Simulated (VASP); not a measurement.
KCl, 4 atoms in the cell. The structure is cubic, space group Fm-3m (No. 225). Conventional cell: a = 6.226 Å, b = 6.226 Å, c = 6.226 Å, α = 90.00°, β = 90.00°, γ = 90.00°. K (site symmetry m-3m) has 6 Cl at 3.11 Å within 4.1 Å. Cl (site symmetry m-3m) has 6 K at 3.11 Å within 4.1 Å.  This cell differs from its parent crystal: equal strain along all axes, cell held: -1.0 %.

```yaml
Program: VASP 6.6.1
Task: single point
Functional: r2SCAN
Potentials_or_basis: VASP PAW PBE potentials, release 64 (K_sv, Cl)
Cutoff: 520 eV
k_mesh: 6 × 6 × 4
Occupations: gaussian, width 0.02 eV
Spin: no spin polarisation
Dipole_correction: no
Further_INCAR_settings: ALGO = Normal; EDIFF = 1e-06; NBANDS = 24
```

Potentials or basis: VASP PAW PBE potentials, release 64 (K_sv, Cl).

Launch:

```console
$ cat potpaw_PBE.64/K_sv/POTCAR potpaw_PBE.64/Cl/POTCAR > POTCAR
$ cp INCAR.step1 INCAR
$ mpirun -np 1 vasp_std > vasp.out
$ cp INCAR.step2 INCAR
$ mpirun -np 1 vasp_std > vasp.out
```

Hardware: 1 thread of Intel(R) Xeon(R) 6975P-C (Granite Rapids), on a shared host.

How long does it take, and how much memory?

Wall time 2.4 min on 1 thread of Intel(R) Xeon(R) 6975P-C (Granite Rapids) (shared host), peak memory 0.28 GiB. Counts: k points 30.
